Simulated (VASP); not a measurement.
Input of a VASP 6.6.1 run:

INCAR

```
ALGO = Normal
EDIFF = 1E-6
ENCUT = 600
GGA = PE
GGA_COMPAT = False
ISIF = 2
ISMEAR = 0
LASPH = True
LCHARG = False
LREAL = False
LWAVE = False
NBANDS = 66
NELM = 120
PREC = Accurate
SIGMA = 0.15
```

KPOINTS

```
k-points
0
Gamma
  9 9 5
```

Contents of POSCAR:

```
CoSi
1.0
    0.0000000000     -4.4308490675      0.0000000000
    0.0000000000      0.0000000000     -4.4308490675
    8.5616981350      0.0000000000      0.0000000000
Co Si
8 8
Direct
    0.8549810878      0.8549810878      0.8513300047
    0.8549810878      0.8549810878      0.3338101158
    0.1450189122      0.3549810878      0.9599896064
    0.1450189122      0.3549810878      0.4424697176
    0.6450189122      0.1450189122      0.0750501713
    0.6450189122      0.1450189122      0.5925700602
    0.3549810878      0.6450189122      0.1837097731
    0.3549810878      0.6450189122      0.7012296620
    0.1568402896      0.1568402896      0.1775919752
    0.1568402896      0.1568402896      0.6951118641
    0.8431597104      0.6568402896      0.0811679692
    0.8431597104      0.6568402896      0.5986878581
    0.3431597104      0.8431597104      0.9538718085
    0.3431597104      0.8431597104      0.4363519196
    0.6568402896      0.3431597104      0.8574478026
    0.6568402896      0.3431597104      0.3399279137
```

Potentials or basis: VASP PAW PBE potentials, release 64 (Co, Si).

The run is started by

```console
$ cat potpaw_PBE.64/Co/POTCAR potpaw_PBE.64/Si/POTCAR > POTCAR
$ mpirun -np 1 vasp_std > vasp.out
```

(1) What does it give for the pressure?

(2) Estimate the band gap on the k mesh.

Answers

(1) 11.8 GPa.

(2) zero (bands 52 and 53 overlap by 0.11 eV).

Caveat: the cell differs from its parent crystal (the distance across one plane changed); the stress differs along the axes, from 7 to 21 GPa; forces of over 1 eV/Å act on the atoms, so gaps and moduli don't describe the material at rest.
